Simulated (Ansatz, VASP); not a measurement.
# AgCl: VASP beside Ansatz

File INCAR:

```
PREC = Accurate
ENCUT = 520
EDIFF = 1E-8
ISMEAR = -1
SIGMA = 0.02
LREAL = F
LASPH = T
NELM = 80
ALGO = Normal
ISIF = 2
LWAVE = F
LCHARG = F
GGA = PE
LEFG = T
NBANDS = 16
```

KPOINTS

```
regular mesh
0
Gamma
  8 8 8
```

POSCAR

```
AgCl
1.0
    0.0000000000      2.8286130000      2.7731500000
    2.8286130000      0.0000000000      2.7731500000
    2.8286130000      2.8286130000      0.0000000000
Ag Cl
1 1
Direct
    0.5000000000      0.5000000000      0.5000000000
    0.0000000000      0.0000000000      0.0000000000
```

Input for Ansatz:

```yaml
crystal:
  lattice:
    - [0.0, 2.828613, 2.77315]
    - [2.828613, 0.0, 2.77315]
    - [2.828613, 2.828613, 0.0]
  atoms:
    - { symbol: Ag, position: [0.5, 0.5, 0.5] }
    - { symbol: Cl, position: [0.0, 0.0, 0.0] }
kpoints:
  mp_grid: { grid: [8, 8, 8] }
scf:
  occupations: { method: fermi_dirac, width: 0.02 }
hamiltonian:
  xc: pbe
  pseudopotentials: { kind: paw }
output:
  forces: true
  stress: true
  eigenvalues: true
  efg: { contact_densities: true }
```

Change from the starting cell: equal xx and yy strain of +2 %, PAW files.

Alike in both runs: task electric field gradients; functional PBE; k mesh 8 × 8 × 8; occupations fermi-dirac, width 0.02 eV; no spin polarisation.

|  | VASP | Ansatz |
| --- | --- | --- |
| version | VASP 6.6.1 | Ansatz 0.2.0 |
| potentials or method | VASP PAW PBE potentials, release 64 (Ag, Cl) | PAW with Ansatz's default frozen-core files, scalar-relativistic |
| plane-wave cutoff (eV) | 520 | 420 |
| valence electrons in the cell | 18 | 26 |

|  | VASP | Ansatz | Ansatz less VASP |
| --- | --- | --- | --- |
| gap on the k mesh at the Fermi level (eV) | 0.87 | 0.87 | +0.003 |
| pressure (GPa) | -0.3 | -0.2 | +0.13 |
| traceless stress, the component that is largest in VASP (GPa) | 0.18 | 0.19 | +0.012 |
| size of Vzz on the site where it differs most (V/Å²) | 10.6 | 9.1 | -1.45 |

VASP's potentials hold 18 valence electrons a cell and Ansatz's 26, so a difference there can come from the potentials and not from the codes.
